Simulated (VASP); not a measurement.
# MgS2I3 (P4/mmm) in VASP: further runs

The runs below take MgS2I3 through single point, relaxation of cell and atoms, with PBE.

Everything below comes from runs of VASP 6.6.1. Logs are shortened: lines on timing, memory, paths and dates and some standing lists are left out, and cuts for length are marked.

### 1 The cell of the first run

It takes space group P4/mmm (No. 123, tetragonal). Conventional cell: a = 3.975 Å, b = 3.975 Å, c = 12.705 Å, α = 90.00°, β = 90.00°, γ = 90.00°. Mg (site symmetry 4/mmm) has 8 I at 3.34 Å and 4 Mg at 3.97 Å within 4.4 Å. S (site symmetry 4mm) has 1 S at 2.08 Å within 2.7 Å. I (site symmetry 4/mmm) has 8 S at 3.00 Å within 3.9 Å. I (site symmetry 4mm) has 4 Mg at 3.34 Å and 5 I at 3.62 to 3.97 Å within 4.4 Å.

### 2 Single point, PBE

File INCAR:

```
ALGO = Normal
EDIFF = 1E-6
ENCUT = 520
GGA = PE
ISIF = 2
ISMEAR = 0
LASPH = T
LCHARG = F
LREAL = F
LWAVE = F
NBANDS = 26
NELM = 60
PREC = Accurate
SIGMA = 0.1
```

File KPOINTS:

```
k-points
0
Gamma
  4 4 2
```

File POSCAR:

```
MgS2I3
1.0
    3.9748459843      0.0000000000      0.0000000000
    0.0000000000      3.9748459843      0.0000000000
    0.0000000000      0.0000000000     12.7051861850
Mg S I
1 2 3
Direct
    0.5000000000      0.5000000000      0.5000000000
    0.5000000000      0.5000000000      0.9183293411
    0.5000000000      0.5000000000      0.0816706589
    0.0000000000      0.0000000000      0.0000000000
    0.0000000000      0.0000000000      0.6422691132
    0.0000000000      0.0000000000      0.3577308868
```

Potentials or basis: VASP PAW PBE potentials, release 64 (Mg, S, I).

Command:

```
$ cat potpaw_PBE.64/Mg/POTCAR potpaw_PBE.64/S/POTCAR potpaw_PBE.64/I/POTCAR > POTCAR
$ mpirun -np 1 vasp_std > vasp.out
```

OUTCAR:

```text
EDIFF = 1E-6
   ENCUT = 520
   GGA = PE
   ISIF = 2
   ISMEAR = 0
   LASPH = T
   LREAL = F
   NELM = 60
   PREC = Accurate

 ion  position               nearest neighbor table
   1  0.500  0.500  0.500-   5 3.34   6 3.34   5 3.34   6 3.34   5 3.34   6 3.34   5 3.34   6 3.34

   2  0.500  0.500  0.918-   3 2.08   4 3.00   4 3.00   4 3.00   4 3.00
   3  0.500  0.500  0.082-   2 2.08   4 3.00   4 3.00   4 3.00   4 3.00
   4  0.000  0.000  0.000-   2 3.00   3 3.00   2 3.00   3 3.00   2 3.00   3 3.00   2 3.00   3 3.00

   5  0.000  0.000  0.642-   1 3.34   1 3.34   1 3.34   1 3.34
   6  0.000  0.000  0.358-   1 3.34   1 3.34   1 3.34   1 3.34

  LATTYP: Found a simple tetragonal cell.
 ALAT       =     3.9748459843
 C/A-ratio  =     3.1963971020

  Lattice vectors:

 A1 = (   3.9748459843,   0.0000000000,   0.0000000000)
 A2 = (   0.0000000000,   3.9748459843,   0.0000000000)
 A3 = (   0.0000000000,   0.0000000000,  12.7051861850)

Analysis of symmetry for initial positions (statically):
=====================================================================
 Subroutine PRICEL returns:
 Original cell was already a primitive cell.

 Routine SETGRP: Setting up the symmetry group for a
 simple tetragonal supercell.

 Subroutine GETGRP returns: Found 16 space group operations
 (whereof 16 operations were pure point group operations)
 out of a pool of 16 trial point group operations.

The static configuration has the point symmetry D_4h.

Analysis of symmetry for dynamics (positions and initial velocities):
=====================================================================
 Subroutine PRICEL returns:
 Original cell was already a primitive cell.

 Routine SETGRP: Setting up the symmetry group for a
 simple tetragonal supercell.

 Subroutine GETGRP returns: Found 16 space group operations
 (whereof 16 operations were pure point group operations)
 out of a pool of 16 trial point group operations.

The dynamic configuration has the point symmetry D_4h.

 Subroutine INISYM returns: Found 16 space group operations
 (whereof 16 operations are pure point group operations),
 and found     1 'primitive' translations

----------------------------------------------------------------------------------------

                                     Primitive cell

  volume of cell :     200.7343

  direct lattice vectors                    reciprocal lattice vectors
     3.974845984  0.000000000  0.000000000     0.251582075  0.000000000  0.000000000
     0.000000000  3.974845984  0.000000000     0.000000000  0.251582075  0.000000000
     0.000000000  0.000000000 12.705186185     0.000000000  0.000000000  0.078708016

  length of vectors
     3.974845984  3.974845984 12.705186185     0.251582075  0.251582075  0.078708016

  position of ions in fractional coordinates (direct lattice)
     0.500000000  0.500000000  0.500000000
     0.500000000  0.500000000  0.918329341
     0.500000000  0.500000000  0.081670659
     0.000000000  0.000000000  0.000000000
     0.000000000  0.000000000  0.642269113
     0.000000000  0.000000000  0.357730887

  ion indices of the primitive-cell ions
   primitive index   ion index
                 1           1
                 2           2
                 3           3
                 4           4
                 5           5
                 6           6

----------------------------------------------------------------------------------------

 KPOINTS: k-points

Automatic generation of k-mesh.
 Grid dimensions read from file:
 generate k-points for:    4    4    2

 Generating k-lattice:

  Cartesian coordinates                     Fractional coordinates (reciprocal lattice)
     0.062895519  0.000000000  0.000000000     0.250000000  0.000000000  0.000000000
     0.000000000  0.062895519  0.000000000     0.000000000  0.250000000  0.000000000
     0.000000000  0.000000000  0.039354008     0.000000000  0.000000000  0.500000000

  Length of vectors
     0.062895519  0.062895519  0.039354008

  Shift w.r.t. Gamma in fractional coordinates (k-lattice)
     0.000000000  0.000000000  0.000000000

 Subroutine IBZKPT returns following result:
 ===========================================

 Found     12 irreducible k-points:

 Following reciprocal coordinates:
            Coordinates               Weight
  0.000000  0.000000  0.000000      1.000000
  0.250000  0.000000  0.000000      4.000000
  0.500000  0.000000  0.000000      2.000000
  0.250000  0.250000  0.000000      4.000000
  0.500000  0.250000  0.000000      4.000000
  0.500000  0.500000  0.000000      1.000000
  0.000000  0.000000  0.500000      1.000000
  0.250000  0.000000  0.500000      4.000000
  0.500000  0.000000  0.500000      2.000000
  0.250000  0.250000  0.500000      4.000000
  0.500000  0.250000  0.500000      4.000000
  0.500000  0.500000  0.500000      1.000000
   k-points           NKPTS =     12   k-points in BZ     NKDIM =     12   number of bands    NBANDS=     26
   number of dos      NEDOS =    301   number of ions     NIONS =      6
   total plane-waves  NPLWV =  86400
   dimension x,y,z NGX =    30 NGY =   30 NGZ =   96
   dimension x,y,z NGXF=    60 NGYF=   60 NGZF=  192
   ions per type =               1   2   3
   NGX,Y,Z   is equivalent  to a cutoff of  12.55, 12.55, 12.56 a.u.
   NGXF,Y,Z  is equivalent  to a cutoff of  25.09, 25.09, 25.12 a.u.
 SYSTEM =  unknown system
   PREC   = accura    normal or accurate (medium, high low for compatibility)
   ISTART =      0    job   : 0-new  1-cont  2-samecut
   ICHARG =      2    charge: 1-file 2-atom 10-const
   ISPIN  =      1    spin polarized calculation?
   LNONCOLLINEAR =      F non collinear calculations
   LSORBIT =      F    spin-orbit coupling
   LASPH  =      T    aspherical Exc in radial PAW
   ENCUT  =  520.0 eV  38.22 Ry    6.18 a.u.   7.39  7.39 23.62*2*pi/ulx,y,z
   NELM   =     60;   NELMIN=  2; NELMDL= -5     # of ELM steps
   EDIFF  = 0.1E-05   stopping-criterion for ELM
   LREAL  =      F    real-space projection
   EDIFFG = 0.1E-04   stopping-criterion for IOM
   NSW    =      0    number of steps for IOM
   IBRION =     -1    ionic relax: 0-MD 1-quasi-New 2-CG
   NFREE  =      0    steps in history (QN), initial steepest desc. (CG)
   ISIF   =      2    stress and relaxation
   ISYM   =      2    0-nonsym 1-usesym 2-fastsym
[... 28 lines left out ...]
 NGX is ok and might be reduce to    30
   NGX = 15   NGY = 15   NGZ = 47

 number of electron      35.0000003 magnetization

 Free energy of the ion-electron system (eV)
  ---------------------------------------------------
  ext. energy  EPLUGINS =         0.00000000
  ---------------------------------------------------
  free energy    TOTEN  =       -13.66036464 eV

  energy without entropy =      -13.63977855  energy(sigma->0) =      -13.65007160

 E-fermi :   3.1367     XC(G=0):  -8.1249

 val. band max:        3.0993891916   @ k =   0.5000   0.5000   0.0000
 cond. band min:       3.1579048848   @ k =   0.5000   0.2500   0.0000
 fundamental gap:      0.0585156932
 Fermi energy:         3.1367439331

 k-point     1 :       0.0000    0.0000    0.0000
  band No.  band energies     occupation
      1     -13.0817      2.00000
      2      -9.5456      2.00000
      3      -9.0932      2.00000
      4      -8.7587      2.00000
      5      -7.9445      2.00000
      6      -1.9280      2.00000
[... 18 lines left out ...]
     25       8.7305      0.00000
     26       9.5844      0.00000

 k-point     2 :       0.2500    0.0000    0.0000
  band No.  band energies     occupation
      1     -12.7138      2.00000
      2      -9.5004      2.00000
      3      -9.3604      2.00000
      4      -8.9319      2.00000
      5      -7.7992      2.00000
      6      -1.7060      2.00000
[... 18 lines left out ...]
     25       8.5610      0.00000
     26       9.3277      0.00000

 k-point     3 :       0.5000    0.0000    0.0000
  band No.  band energies     occupation
      1     -12.1164      2.00000
      2     -10.4321      2.00000
      3      -9.1539      2.00000
      4      -8.7540      2.00000
      5      -7.6396      2.00000
      6      -1.6317      2.00000
[... 18 lines left out ...]
     25       8.8907      0.00000
     26       9.3096      0.00000

 k-point     4 :       0.2500    0.2500    0.0000
  band No.  band energies     occupation
      1     -12.4098      2.00000
      2      -9.7597      2.00000
      3      -9.1862      2.00000
      4      -8.7762      2.00000
      5      -7.6797      2.00000
      6      -2.9654      2.00000
[... 18 lines left out ...]
     25       8.4979      0.00000
     26       9.6377      0.00000

 k-point     5 :       0.5000    0.2500    0.0000
  band No.  band energies     occupation
      1     -11.9780      2.00000
      2     -10.1917      2.00000
      3      -8.9922      2.00000
      4      -8.6054      2.00000
      5      -7.5513      2.00000
      6      -2.6966      2.00000
[... 18 lines left out ...]
     25       8.5648      0.00000
     26      10.0872      0.00000

 k-point     6 :       0.5000    0.5000    0.0000
  band No.  band energies     occupation
      1     -11.8274      2.00000
      2      -9.9070      2.00000
      3      -8.8141      2.00000
      4      -8.4435      2.00000
      5      -7.4583      2.00000
      6      -3.7302      2.00000
[... 18 lines left out ...]
     25       9.9603      0.00000
     26      10.0121      0.00000

 k-point     7 :       0.0000    0.0000    0.5000
  band No.  band energies     occupation
      1     -13.0817      2.00000
      2      -9.5486      2.00000
      3      -9.0878      2.00000
      4      -8.7588      2.00000
      5      -7.9480      2.00000
      6      -1.9280      2.00000
[... 18 lines left out ...]
     25       9.2953      0.00000
     26       9.6459      0.00000

 k-point     8 :       0.2500    0.0000    0.5000
  band No.  band energies     occupation
      1     -12.7138      2.00000
      2      -9.4999      2.00000
      3      -9.3630      2.00000
      4      -8.9283      2.00000
      5      -7.8011      2.00000
      6      -1.6838      2.00000
[... 18 lines left out ...]
     25       9.1597      0.00000
     26       9.3279      0.00000

 k-point     9 :       0.5000    0.0000    0.5000
  band No.  band energies     occupation
      1     -12.1164      2.00000
      2     -10.4321      2.00000
      3      -9.1547      2.00000
      4      -8.7530      2.00000
      5      -7.6396      2.00000
      6      -1.5216      2.00000
[... 18 lines left out ...]
     25       8.9122      0.00000
     26       9.3912      0.00000

 k-point    10 :       0.2500    0.2500    0.5000
  band No.  band energies     occupation
      1     -12.4098      2.00000
      2      -9.7596      2.00000
      3      -9.1879      2.00000
      4      -8.7738      2.00000
      5      -7.6808      2.00000
      6      -2.9654      2.00000
[... 18 lines left out ...]
     25       8.9966      0.00000
     26       9.5879      0.00000

 k-point    11 :       0.5000    0.2500    0.5000
  band No.  band energies     occupation
      1     -11.9780      2.00000
      2     -10.1916      2.00000
      3      -8.9930      2.00000
      4      -8.6046      2.00000
      5      -7.5513      2.00000
      6      -2.6965      2.00000
[... 18 lines left out ...]
     25       8.9792      0.00000
     26       9.4366      0.00000

 k-point    12 :       0.5000    0.5000    0.5000
  band No.  band energies     occupation
      1     -11.8274      2.00000
      2      -9.9070      2.00000
      3      -8.8148      2.00000
      4      -8.4428      2.00000
      5      -7.4583      2.00000
      6      -3.7302      2.00000
[... 18 lines left out ...]
     25       9.6022      0.00000
     26       9.6022      0.00000

------------------------ aborting loop because EDIFF is reached ----------------------------------------

  FORCE on cell =-STRESS in cart. coord.  units (eV):
  Direction    XX          YY          ZZ          XY          YZ          ZX
  --------------------------------------------------------------------------------------
  -------------------------------------------------------------------------------------
  Total       -0.1130632     -0.1130632     -0.2770889      0.0000000      0.0000000     -0.0000000
  in kB       -0.9024229     -0.9024229     -2.2116072      0.0000000      0.0000000     -0.0000000
  external PRESSURE =      -1.3388177 kB  Pullay stress =       0.0000000 kB

 VOLUME and BASIS-vectors are now :
 -----------------------------------------------------------------------------
  energy-cutoff  :      520.00
  volume of cell :      200.73
      direct lattice vectors                 reciprocal lattice vectors
     3.974845984  0.000000000  0.000000000     0.251582075  0.000000000  0.000000000
     0.000000000  3.974845984  0.000000000     0.000000000  0.251582075  0.000000000
     0.000000000  0.000000000 12.705186185     0.000000000  0.000000000  0.078708016

 POSITION                                       TOTAL-FORCE (eV/Angst)
 -----------------------------------------------------------------------------------
      1.98742      1.98742      6.35259        -0.000000     -0.000000      0.000000
      1.98742      1.98742     11.66755        -0.000000      0.000000      0.104756
      1.98742      1.98742      1.03764         0.000000      0.000000     -0.104756
      0.00000      0.00000      0.00000        -0.000000     -0.000000      0.000000
      0.00000      0.00000      8.16015        -0.000000     -0.000000     -0.038559
      0.00000      0.00000      4.54504        -0.000000     -0.000000      0.038559
 -----------------------------------------------------------------------------------
    total drift:                                0.000000      0.000000      0.000000

  FREE ENERGIE OF THE ION-ELECTRON SYSTEM (eV)
  ---------------------------------------------------
  free  energy   TOTEN  =       -13.6603646397 eV

  energy  without entropy=      -13.6397785503  energy(sigma->0) =      -13.65007160
```

Run time: 45 s. Hardware: 1 thread of Oxide Virtual Turin-like, shared host; peak memory 0.27 GiB.

What came out:

- Free energy: -13.6604 eV
- Pressure: -0.1 GPa
- Largest force: 0.105 eV/Å

Forces on the atoms (eV/Å):
```
Mg   0.000  0.000  0.000
S    0.000  0.000  0.105
S    0.000  0.000 -0.105
I    0.000  0.000  0.000
I    0.000  0.000 -0.039
I    0.000  0.000  0.039
```

Stress tensor (GPa, compression positive):
```
-0.09  0.00  0.00
 0.00 -0.09  0.00
 0.00  0.00 -0.22
```

Caveat: the k points lie up to 0.40 Å⁻¹ apart; spin-orbit coupling is left out, which moves the levels of the heavy elements; this functional lacks dispersion, which binds the layers, so the pressure and a relaxed spacing across them are unreliable; an odd number of electrons without spin polarisation forces a metal; a magnetic or distorted state may lie lower.

### 3 Relaxation of cell and atoms, PBE

This run uses another cell than the first one, of 38.41 Å³/atom, 1.148 times its volume.

File INCAR:

```
ALGO = Normal ; EDIFF = 1E-6
EDIFFG = -0.04 ; ENCUT = 600
GGA = PE ; IBRION = 2
ISIF = 3 ; ISMEAR = 0
LASPH = True ; LCHARG = False
LREAL = False ; LWAVE = False
NELM = 60 ; NSW = 90
PREC = Accurate ; SIGMA = 0.1
```

KPOINTS is that of step 2.

File POSCAR:

```
MgS2I3
1.0
    4.1003036500      0.0000000000      0.0000000000
    0.0000000000      4.1003036500      0.0000000000
    0.0000000000      0.0000000000     13.7065259100
Mg S I
1 2 3
Direct
    0.5000000000      0.5000000000      0.5000000000
    0.5000000000      0.5000000000      0.8473602500
    0.5000000000      0.5000000000      0.1526397500
    0.0000000000      0.0000000000      0.0000000000
    0.0000000000      0.0000000000      0.7145522800
    0.0000000000      0.0000000000      0.2854477200
```

Potentials or basis: VASP PAW PBE potentials, release 64 (Mg, S, I).

Command:

```
$ cat potpaw_PBE.64/Mg/POTCAR potpaw_PBE.64/S/POTCAR potpaw_PBE.64/I/POTCAR > POTCAR
$ mpirun -np 1 vasp_std > vasp.out
```

Wall time 31 min (1 thread of Oxide Virtual Turin-like, shared host); peak memory 0.42 GiB.

It converged, with:

```
Free energy                            : -13.6609 eV
Relaxed volume                         : 33.37 Å³/atom
Relaxed cell                           : a = 3.982 Å, b = 3.982 Å, c = 12.625 Å, α = 90.00°, β = 90.00°, γ = 90.00°
Space group after relaxing (to 0.05 Å) : P4/mmm (No. 123)
Energy gained by relaxing              : 850.7 meV/atom
Ionic steps                            : 48
Pressure after relaxing                : -0.1 GPa
Largest force after relaxing           : 0.006 eV/Å
```

Forces in eV/Å, atoms in the order of the input:
```
Mg   0.000  0.000  0.000
S    0.000  0.000 -0.006
S    0.000  0.000  0.006
I    0.000  0.000  0.000
I    0.000  0.000 -0.006
I    0.000  0.000  0.006
```

Stress tensor (GPa, compression positive):
```
-0.17  0.00  0.00
 0.00 -0.17  0.00
 0.00  0.00  0.11
```

Step by step:
```csv
step,energy change (eV),largest force (eV/Å),pressure (GPa),volume (Å³)
1,0.0000,0.1664,-5.00,230.44
3,-1.5538,1.1684,-0.73,166.75
5,-1.8376,1.6124,1.09,155.82
7,1.5321,8.6345,32.46,114.49
9,-2.1777,1.0035,12.63,127.15
11,-2.2910,1.3728,10.20,130.72
13,-2.4859,1.0188,10.21,130.92
15,-2.4962,0.9495,10.28,130.97
17,-2.9056,1.0106,6.21,138.27
19,-3.2051,1.2435,-3.27,174.44
21,-3.3239,1.1516,-0.88,160.04
23,-3.5500,1.0227,-0.75,160.84
25,-3.8964,0.9459,2.48,162.98
27,-4.0364,1.3333,1.50,164.89
29,-4.4610,5.7893,5.46,185.26
31,-4.9541,0.7909,2.81,179.07
33,-5.0687,0.6112,0.90,188.78
35,-5.0879,0.1908,-0.37,195.46
37,-5.0923,0.1444,-0.17,194.33
39,-5.0954,0.1013,0.06,192.69
41,-5.0964,0.0458,0.19,192.91
43,-5.0987,0.0211,0.07,194.50
45,-5.0992,0.1066,-0.34,201.76
47,-5.1018,0.0340,-0.15,199.00
48,-5.1041,0.0065,-0.08,200.22
```

Final structure:
```
Mg S I
1.0
     3.98232    0.00000    0.00000
     0.00000    3.98232    0.00000
     0.00000    0.00000   12.62501
Mg S I
1 2 3
Direct
  0.50000 0.50000 0.50000
  0.50000 0.50000 0.91823
  0.50000 0.50000 0.08177
  0.00000 0.00000 0.00000
  0.00000 0.00000 0.64273
  0.00000 0.00000 0.35728
```

Levels at points of the mesh, in eV from the Fermi level:
```csv
k point,band 13,band 14,band 15,band 16,band 17,band 18,band 19,band 20,band 21
"(0.00, 0.00, 0.00)",-1.41,-0.94,-0.94,-0.54,-0.54,0.89,0.89,0.90,2.45
"(0.50, 0.00, 0.00)",-2.81,-2.30,-0.99,-0.94,-0.55,-0.35,1.16,1.61,2.70
"(0.50, 0.50, 0.00)",-2.64,-2.58,-1.71,-1.71,-0.55,-0.04,1.60,1.60,2.43
"(0.00, 0.00, 0.50)",-1.38,-0.91,-0.91,-0.56,-0.56,0.77,0.89,0.89,2.74
"(0.50, 0.00, 0.50)",-2.80,-2.30,-1.03,-0.99,-0.55,-0.35,1.16,1.45,2.92
"(0.50, 0.50, 0.50)",-2.79,-2.32,-1.73,-1.73,-0.64,-0.05,1.61,1.61,2.95
```

Caveat: the k points lie up to 0.39 Å⁻¹ apart in the final cell; spin-orbit coupling is left out, which moves the levels of the heavy elements; this functional lacks dispersion, which binds the layers, so the pressure and a relaxed spacing across them are unreliable; an odd number of electrons without spin polarisation forces a metal; a magnetic or distorted state may lie lower.
